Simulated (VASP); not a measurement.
## In4P5: single point with PBEsol

In4P5, a slab with vacuum:

```xyz
9
Lattice="4.1565 0.0000 0.0000 0.0000 4.1565 0.0000 0.0000 0.0000 26.7564" Properties=species:S:1:pos:R:3 pbc="T T T"
P     0.0000    2.0783    7.5000
P     2.0783    0.0000   10.4391
P     0.0000    2.0783   13.3782
P     2.0783    0.0000   16.3173
P     0.0000    2.0783   19.2564
In    2.0783    2.0783    8.9695
In    0.0000    0.0000   11.9086
In    2.0783    2.0783   14.8477
In    0.0000    0.0000   17.7868
```

```
Program             : VASP 6.6.1
Task                : single point
Functional          : PBEsol
Potentials or basis : VASP PAW PBE potentials, release 64 (P, In_d)
Cutoff              : 520 eV
k mesh              : 8 × 8 × 1
Occupations         : methfessel-paxton, width 0.2 eV
Spin                : no spin polarisation
```

```json
{"Largest force": "0.369 eV/Å"}
```

Forces in eV/Å, atoms in the order of the input:
```
P    0.000  0.000  0.169
P    0.000  0.000  0.288
P    0.000  0.000  0.000
P    0.000  0.000 -0.288
P    0.000  0.000 -0.169
In   0.000  0.000 -0.369
In   0.000  0.000 -0.139
In   0.000  0.000  0.139
In   0.000  0.000  0.369
```

Levels at points of the mesh, in eV from the Fermi level:
```csv
k point,band 36,band 37,band 38,band 39,band 40,band 41,band 42,band 43
"(0.00, 0.00, 0.00)",0.04,0.04,0.28,0.84,0.84,1.81,2.03,2.31
"(0.50, 0.00, 0.00)",-0.67,-0.41,-0.27,-0.12,0.98,2.19,2.22,2.94
"(0.50, 0.50, 0.00)",-2.05,-0.75,-0.67,-0.54,-0.54,2.39,2.62,2.94
```

It took 9.8 min on 1 thread of Intel Xeon 6975P-C (shared host), peak memory 0.6 GiB.

Caveat: the PAW data sets were made with another functional, which shifts forces and pressure a little; spin-orbit coupling is left out, which moves the levels of the heavy elements.
